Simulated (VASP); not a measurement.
# Al (P6_3/mmc) in VASP: notebook, part 2 of 2

VASP 6.6.1.

## 5. Single point, PBE+D3(BJ) (16.87 Å³/atom)

This run uses another cell than the first one, of 16.87 Å³/atom.

Input file INCAR:

```
PREC = Accurate ; ENCUT = 520
EDIFF = 1E-6 ; ISMEAR = 0
SIGMA = 0.15 ; LREAL = F
LASPH = T ; NELM = 100
ALGO = Normal ; ISIF = 2
LWAVE = F ; LCHARG = F
GGA = PE ; IVDW = 12
NBANDS = 14
```

Input file KPOINTS:

```
regular mesh
0
Gamma
  18 18 6
```

Input file POSCAR:

```
Al
1.0
    2.8430529013      0.0000000000      0.0000000000
   -1.4215264507      2.4621560368      0.0000000000
    0.0000000000      0.0000000000      9.6388022513
Al
4
Direct
    0.0000000000      0.0000000000      0.0000000000
    0.3333333333      0.6666666667      0.2500000000
    0.0000000000      0.0000000000      0.5000000000
    0.6666666667      0.3333333333      0.7500000000
```

Potentials or basis: VASP PAW PBE potentials, release 64 (Al).

Command:

```
cat potpaw_PBE.64/Al/POTCAR > POTCAR
mpirun -np 1 vasp_std > vasp.out
```

OUTCAR:

```text
PREC = Accurate
   ENCUT = 520
   EDIFF = 1E-6
   ISMEAR = 0
   LREAL = F
   LASPH = T
   NELM = 100
   ISIF = 2
   GGA = PE
   IVDW = 12
 IVDW          = 12

 ion  position               nearest neighbor table
   1  0.000  0.000  0.000-   2 2.92   4 2.92   4 2.92   2 2.92   4 2.92   2 2.92
   2  0.333  0.667  0.250-   1 2.92   3 2.92   1 2.92   3 2.92   1 2.92   3 2.92
   3  0.000  0.000  0.500-   2 2.92   4 2.92   4 2.92   2 2.92   4 2.92   2 2.92
   4  0.667  0.333  0.750-   1 2.92   3 2.92   1 2.92   3 2.92   1 2.92   3 2.92

  LATTYP: Found a hexagonal cell.
 ALAT       =     2.8430529013
 C/A-ratio  =     3.3903000000

  Lattice vectors:

 A1 = (   2.8430529013,   0.0000000000,   0.0000000000)
 A2 = (  -1.4215264507,   2.4621560368,   0.0000000000)
 A3 = (   0.0000000000,   0.0000000000,   9.6388022513)

Analysis of symmetry for initial positions (statically):
=====================================================================
 Subroutine PRICEL returns:
 Original cell was already a primitive cell.

 Routine SETGRP: Setting up the symmetry group for a
 hexagonal supercell.

 Subroutine GETGRP returns: Found 24 space group operations
 (whereof 12 operations were pure point group operations)
 out of a pool of 24 trial point group operations.

The static configuration has the point symmetry D_3d.
 The point group associated with its full space group is D_6h.

Analysis of symmetry for dynamics (positions and initial velocities):
=====================================================================
 Subroutine PRICEL returns:
 Original cell was already a primitive cell.

 Routine SETGRP: Setting up the symmetry group for a
 hexagonal supercell.

 Subroutine GETGRP returns: Found 24 space group operations
 (whereof 12 operations were pure point group operations)
 out of a pool of 24 trial point group operations.

The dynamic configuration has the point symmetry D_3d.
 The point group associated with its full space group is D_6h.

 Subroutine INISYM returns: Found 24 space group operations
 (whereof 12 operations are pure point group operations),
 and found     1 'primitive' translations

----------------------------------------------------------------------------------------

                                     Primitive cell

  volume of cell :      67.4720

  direct lattice vectors                    reciprocal lattice vectors
     2.843052901  0.000000000  0.000000000     0.351734574  0.203074051  0.000000000
    -1.421526451  2.462156037  0.000000000     0.000000000  0.406148102  0.000000000
     0.000000000  0.000000000  9.638802251     0.000000000  0.000000000  0.103747330

  length of vectors
     2.843052901  2.843052901  9.638802251     0.406148102  0.406148102  0.103747330

  position of ions in fractional coordinates (direct lattice)
     0.000000000  0.000000000  0.000000000
     0.333333333  0.666666667  0.250000000
     0.000000000  0.000000000  0.500000000
     0.666666667  0.333333333  0.750000000

  ion indices of the primitive-cell ions
   primitive index   ion index
                 1           1
                 2           2
                 3           3
                 4           4

----------------------------------------------------------------------------------------

 KPOINTS: regular mesh

[... 54 lines left out ...]
   ions per type =               4
   NGX,Y,Z   is equivalent  to a cutoff of  14.03, 14.03, 12.42 a.u.
   NGXF,Y,Z  is equivalent  to a cutoff of  28.07, 28.07, 24.84 a.u.
 SYSTEM =  unknown system
   PREC   = accura    normal or accurate (medium, high low for compatibility)
   ISTART =      0    job   : 0-new  1-cont  2-samecut
   ICHARG =      2    charge: 1-file 2-atom 10-const
   ISPIN  =      1    spin polarized calculation?
   LNONCOLLINEAR =      F non collinear calculations
   LSORBIT =      F    spin-orbit coupling
   LASPH  =      T    aspherical Exc in radial PAW
   ENCUT  =  520.0 eV  38.22 Ry    6.18 a.u.   5.29  5.29 17.92*2*pi/ulx,y,z
   NELM   =    100;   NELMIN=  2; NELMDL= -5     # of ELM steps
   EDIFF  = 0.1E-05   stopping-criterion for ELM
   LREAL  =      F    real-space projection
   EDIFFG = 0.1E-04   stopping-criterion for IOM
   NSW    =      0    number of steps for IOM
   IBRION =     -1    ionic relax: 0-MD 1-quasi-New 2-CG
   NFREE  =      0    steps in history (QN), initial steepest desc. (CG)
   ISIF   =      2    stress and relaxation
   ISYM   =      2    0-nonsym 1-usesym 2-fastsym
   POTIM  = 0.5000    time-step for ionic-motion
   TEBEG  =    0.0;   TEEND  =   0.0 temperature during run
   PSTRESS=    0.0 pullay stress
   NELECT =      12.0000    total number of electrons
   NUPDOWN=      -1.0000    fix difference up-down
   EMIN   =  10.00;   EMAX   =-10.00  energy-range for DOS
   EFERMI =   0.00;   METHOD = LEGACY
   ISMEAR =     0;   SIGMA  =   0.15  broadening in eV -4-tet -1-fermi 0-gaus
   EFERMI_NEDOS =   21; number of points for ismear=-14 and -15
   IALGO  =     38    algorithm
   IMIX   =      4    mixing-type and parameters
     AMIX     =   0.40;   BMIX     =  1.00
     AMIX_MAG =   1.60;   BMIX_MAG =  1.00
  volume/ion in A,a.u.               =      16.87       113.83
  Fermi-wavevector in a.u.,A,eV,Ry     =   0.920649  1.739774 11.532223  0.847594
  Thomas-Fermi vector in A             =   2.045978
   LORBIT       =      0    0 simple, 1 ext, 2 COOP (PROOUT), +10 PAW based schemes
   GGA     = PE    functional components
   LHFCALC =     F    Hartree Fock is set to
   AEXX    =    0.0000 exact exchange contribution
   IVDW    =    12    specifies the selected vdW correction
   LEPSILON=     F    determine dielectric tensor
   LRPA    =     F    only Hartree local field effects (RPA)
 non-spin polarized calculation
 Gauss-broadening in eV      SIGMA  =   0.15
  energy-cutoff  :      520.00
  volume of cell :       67.47
 maximum number of plane-waves:      1836
 NGX is ok and might be reduce to    24
   NGX = 11   NGY = 11   NGZ = 35

 number of electron      12.0000000 magnetization

 Free energy of the ion-electron system (eV)
  ---------------------------------------------------
  ext. energy  EPLUGINS =         0.00000000
  ---------------------------------------------------
  free energy    TOTEN  =       -14.92519594 eV

  energy without entropy =      -14.90406972  energy(sigma->0) =      -14.91463283

 E-fermi :   7.7651     XC(G=0): -10.1171

 val. band max:        7.7650280692   @ k =   0.2778   0.1111   0.5000
 cond. band min:       7.7851664326   @ k =   0.3333   0.0556   0.1667
 fundamental gap:      0.0201383634
 Fermi energy:         7.7650559886

 k-point     1 :       0.0000    0.0000    0.0000
  band No.  band energies     occupation
      1      -3.2133      2.00000
      2      -1.6319      2.00000
      3      -1.6263      2.00000
      4       2.9700      2.00000
      5       3.0847      2.00000
      6      10.4921      0.00000
      7      10.5002      0.00000
      8      18.8399      0.00000
      9      18.8399      0.00000
     10      19.0031      0.00000
     11      19.0031      0.00000
     12      19.3557      0.00000
     13      19.9320      0.00000
     14      19.9565      0.00000
[... 377 lines left out ...]
      1       1.7468      2.00000
      2       3.2568      2.00000
      3       3.2627      2.00000
      4       4.3213      2.00000
      5       5.8647      2.00000
      6       5.8833      2.00000
      7       7.8382      0.49067
      8       7.9190      0.14672
      9      10.0602      0.00000
     10      10.3577      0.00000
     11      11.1900      0.00000
     12      12.2149      0.00000
     13      12.4218      0.00000
     14      15.1793      0.00000

 [... further k-points ...]

------------------------ aborting loop because EDIFF is reached ----------------------------------------

 Edisp (eV)   -1.31489

 E8    (eV) :    -0.5878

  FORCE on cell =-STRESS in cart. coord.  units (eV):
  Direction    XX          YY          ZZ          XY          YZ          ZX
  --------------------------------------------------------------------------------------
  -------------------------------------------------------------------------------------
  Total      -1.58631    -1.58631    -2.53973     0.00000     0.00000     0.00000
  in kB     -37.66813   -37.66813   -60.30799     0.00000     0.00000     0.00000
  external pressure =      -45.21 kB  Pullay stress =        0.00 kB

 VOLUME and BASIS-vectors are now :
 -----------------------------------------------------------------------------
  energy-cutoff  :      520.00
  volume of cell :       67.47
      direct lattice vectors                 reciprocal lattice vectors
     2.843052901  0.000000000  0.000000000     0.351734574  0.203074051  0.000000000
    -1.421526451  2.462156037  0.000000000     0.000000000  0.406148102  0.000000000
     0.000000000  0.000000000  9.638802251     0.000000000  0.000000000  0.103747330

 POSITION                                       TOTAL-FORCE (eV/Angst)
 -----------------------------------------------------------------------------------
      0.00000      0.00000      0.00000         0.000000     -0.000000      0.000000
     -0.00000      1.64144      2.40970         0.000000     -0.000000      0.000000
      0.00000      0.00000      4.81940         0.000000     -0.000000      0.000000
      1.42153      0.82072      7.22910        -0.000000      0.000000     -0.000000
 -----------------------------------------------------------------------------------
    total drift:                               -0.000000      0.000000      0.000000

  FREE ENERGIE OF THE ION-ELECTRON SYSTEM (eV)
  ---------------------------------------------------
  free  energy   TOTEN  =       -16.2400898704 eV

  energy  without entropy=      -16.2189636574  energy(sigma->0) =      -16.22952676
```

stdout:

```text
POSCAR found type information on POSCAR Al
 POSCAR found :  1 types and       4 ions
 scaLAPACK will be used
 LDA part: xc-table for (Slater+PW92), standard interpolation
 POSCAR, INCAR and KPOINTS ok, starting setup
 FFT: planning ... GRIDC
 FFT: planning ... GRID_SOFT
 FFT: planning ... GRID
 WAVECAR not read
 entering main loop
```

Wall time 38 s (1 thread of Intel Xeon 6975P-C (Granite Rapids), shared host); peak memory 0.25 GiB.

Results:

```yaml
Free_energy: -16.2401 eV
Pressure: -4.5 GPa
Band_gap_on_the_k_mesh: zero (bands 6 and 7 overlap by 4.83 eV)
Dispersion_energy_per_atom: -0.329 eV
```

Levels at points of the mesh, in eV from the Fermi level:
| k point | band 3 | band 4 | band 5 | band 6 | band 7 | band 8 | band 9 | band 10 |
| --- | --- | --- | --- | --- | --- | --- | --- | --- |
| (0.00, 0.00, 0.00) | -9.39 | -4.80 | -4.68 | 2.73 | 2.74 | 11.07 | 11.07 | 11.24 |
| (0.50, 0.00, 0.00) | -3.78 | -3.73 | -3.21 | -3.14 | 0.83 | 0.95 | 1.28 | 1.30 |
| (0.00, 0.00, 0.50) | -7.44 | -7.44 | -1.33 | -1.33 | 7.35 | 7.35 | 11.38 | 11.38 |
| (0.50, 0.00, 0.50) | -4.60 | -4.60 | -1.84 | -1.84 | -1.21 | -1.21 | 4.15 | 4.15 |

Caveat: the cell stands under tension.

## 6. Single point, PBE+D3(BJ) (16.87 Å³/atom)

This run uses another cell than the first one, of 16.87 Å³/atom.

Input file INCAR:

```
SYSTEM = Al
PREC = Accurate ; ENCUT = 520
EDIFF = 1E-7 ; ISMEAR = 0
SIGMA = 0.15 ; LREAL = .False.
LASPH = .True. ; NELM = 80
ALGO = Fast ; ISIF = 2
LWAVE = .False. ; LCHARG = .False.
GGA = PE ; IVDW = 12
NBANDS = 14
```

Input file KPOINTS:

```
Automatic mesh
0
Gamma
  18 18 6
  0 0 0
```

Input file POSCAR:

```
Al
1.0
    2.8736039757      0.0000000000      0.0000000000
   -1.4368019878      2.4886140434      0.0000000000
    0.0000000000      0.0000000000      9.4349395136
Al
4
Direct
    0.0000000000      0.0000000000      0.0000000000
    0.3333333333      0.6666666667      0.2500000000
    0.0000000000      0.0000000000      0.5000000000
    0.6666666667      0.3333333333      0.7500000000
```

Potentials or basis: VASP PAW PBE potentials, release 64 (Al).

Command:

```
cat potpaw_PBE.64/Al/POTCAR > POTCAR
mpirun -np 1 vasp_std > vasp.out
```

Wall time 67 s (1 thread of Intel Xeon 6975P-C (Granite Rapids), shared host); peak memory 0.26 GiB.

It converged, with:

```yaml
Free_energy: -16.2515 eV
Pressure: -4.7 GPa
Band_gap_on_the_k_mesh: zero (bands 6 and 7 overlap by 5.35 eV)
Dispersion_energy_per_atom: -0.329 eV
```

Stress tensor (GPa, compression positive):
```
-4.74  0.00  0.00
 0.00 -4.74  0.00
 0.00  0.00 -4.54
```

Levels at points of the mesh, in eV from the Fermi level:
| k point | band 3 | band 4 | band 5 | band 6 | band 7 | band 8 | band 9 | band 10 |
| --- | --- | --- | --- | --- | --- | --- | --- | --- |
| (0.00, 0.00, 0.00) | -9.32 | -4.53 | -4.41 | 3.30 | 3.31 | 10.57 | 10.57 | 10.79 |
| (0.50, 0.00, 0.00) | -3.84 | -3.76 | -3.30 | -3.19 | 0.84 | 1.22 | 1.31 | 1.53 |
| (0.00, 0.00, 0.50) | -7.28 | -7.28 | -0.92 | -0.92 | 8.08 | 8.08 | 10.88 | 10.88 |
| (0.50, 0.00, 0.50) | -4.68 | -4.68 | -1.82 | -1.82 | -1.19 | -1.19 | 4.44 | 4.44 |

Caveat: the cell stands under tension.

## 7. The runs side by side

```csv
cell,gap on the mesh (eV),pressure (GPa)
"a = 2.875, b = 2.875, c = 9.142 Å, angles 90.0, 90.0, 120.0°, 4 atoms",none,-2.5
"a = 2.784, b = 2.784, c = 9.747 Å, angles 90.0, 90.0, 120.0°, 4 atoms",none,-2.0
"a = 2.858, b = 2.858, c = 9.536 Å, angles 90.0, 90.0, 120.0°, 4 atoms",none,-4.6
"a = 2.843, b = 2.843, c = 9.639 Å, angles 90.0, 90.0, 120.0°, 4 atoms",none,-4.5
"a = 2.874, b = 2.874, c = 9.435 Å, angles 90.0, 90.0, 120.0°, 4 atoms",none,-4.7
```

Alike in all rows: task single point; level PBE+D3(BJ); potentials or basis VASP PAW PBE potentials, release 64 (Al); no spin polarisation; k mesh 18 × 18 × 6; cutoff (eV) 520; smearing gaussian 0.15 eV.

Caveats: the cell stands under tension (at least some runs).

Absolute energies hang on the potentials; compare differences alone.
